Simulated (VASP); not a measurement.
Set up this calculation in VASP 6.6.1, as the native input.

- Task: single point
- Functional: PBE
- Potentials or basis: VASP PAW PBE potentials, release 64 (Ga_d, Sb)
- Cutoff: 520 eV
- k mesh: 6 × 6 × 6
- Occupations: gaussian, width 0.05 eV
- Spin: no spin polarisation
- Dipole correction: no
- Further INCAR settings: ALGO = Normal; EDIFF = 1e-07; NBANDS = 16

The structure of GaSb lies in POSCAR:

```
GaSb
1.0
    0.0000000000      3.0590005565      3.0590005565
    3.0590005565      0.0000000000      3.0590005565
    3.0590005565      3.0590005565      0.0000000000
Ga Sb
1 1
Direct
    0.0000000000      0.0000000000      0.0000000000
    0.7500000000      0.7500000000      0.7500000000
```

One way to write it, as run:

INCAR

```
PREC = Accurate
ENCUT = 520
EDIFF = 1E-7
ISMEAR = 0
SIGMA = 0.05
LREAL = False
LASPH = True
NELM = 80
ALGO = Normal
ISIF = 2
LWAVE = False
LCHARG = True
GGA = PE
LELF = True
LVHAR = True
NBANDS = 16
```

KPOINTS

```
regular mesh
0
Gamma
  6 6 6
```

Potentials or basis: VASP PAW PBE potentials, release 64 (Ga_d, Sb).

Launch:

```console
$ cat potpaw_PBE.64/Ga_d/POTCAR potpaw_PBE.64/Sb/POTCAR > POTCAR
$ mpirun -np 1 vasp_std > vasp.out
```

Results of the run:

```yaml
Pressure: 2.4 GPa
Band_gap_on_the_k_mesh: 0.03 eV, direct
```

Caveat: spin-orbit coupling is left out, which moves the levels of the heavy elements.

It took 16 s on 1 thread of Intel Xeon 8259CL (shared host), peak memory 0.18 GiB.
